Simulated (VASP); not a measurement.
Zn:

```
Zn
1.0
     2.67000    0.00000    0.00000
    -1.33500    2.31229    0.00000
     0.00000    0.00000    4.96600
Zn
2
Direct
  0.33333 0.66667 0.25000
  0.66667 0.33333 0.75000
```

| Quantity | Value |
| --- | --- |
| Program | VASP 6.6.1 |
| Task | relaxation of cell and atoms |
| Functional | LDA |
| Potentials or basis | VASP PAW LDA potentials, release 64 (Zn) |
| Cutoff | 600 eV |
| k mesh | 20 × 20 × 10 |
| Occupations | fermi-dirac, width 0.05 eV |
| Spin | no spin polarisation |

At the start: pressure -8.8 GPa; volume 15.33 Å³/atom.

Where does the relaxation end?

Over 15 steps the energy falls by 51.0 meV/atom and the volume is 13.75 Å³/atom (-10.3 %); space group P6_3/mmc (No. 194, to 0.1 Å) before and after.

Step by step:
| step | energy change (eV) | largest force (eV/Å) | pressure (GPa) | volume (Å³) |
| --- | --- | --- | --- | --- |
| 1 | 0.0000 | 0.0000 | -8.82 | 30.66 |
| 2 | -0.0996 | 0.0000 | 1.78 | 27.06 |
| 3 | -0.1020 | 0.0000 | 0.06 | 27.48 |
| 4 | -0.1020 | 0.0000 | -0.21 | 27.54 |
| 5 | -0.1020 | 0.0000 | -0.20 | 27.54 |
| 6 | -0.1020 | 0.0000 | -0.19 | 27.55 |
| 7 | -0.1020 | 0.0000 | -0.18 | 27.54 |
| 8 | -0.1020 | 0.0000 | -0.14 | 27.53 |
| 9 | -0.1020 | 0.0000 | -0.06 | 27.52 |
| 10 | -0.1020 | 0.0000 | 0.08 | 27.48 |
| 11 | -0.1020 | 0.0000 | 0.01 | 27.50 |
| 12 | -0.1020 | 0.0000 | 0.02 | 27.50 |
| 13 | -0.1020 | 0.0000 | 0.00 | 27.50 |
| 14 | -0.1020 | 0.0000 | 0.00 | 27.50 |
| 15 | -0.1020 | 0.0000 | -0.01 | 27.50 |

Final structure:
```yaml
crystal:
  lattice:
    - [2.56100, 0.00000, 0.00000]
    - [-1.28050, 2.21789, 0.00000]
    - [0.00000, 0.00000, 4.84222]
  atoms:
    - { symbol: Zn, position: [0.33333, 0.66667, 0.25000] }
    - { symbol: Zn, position: [0.66667, 0.33333, 0.75000] }
```
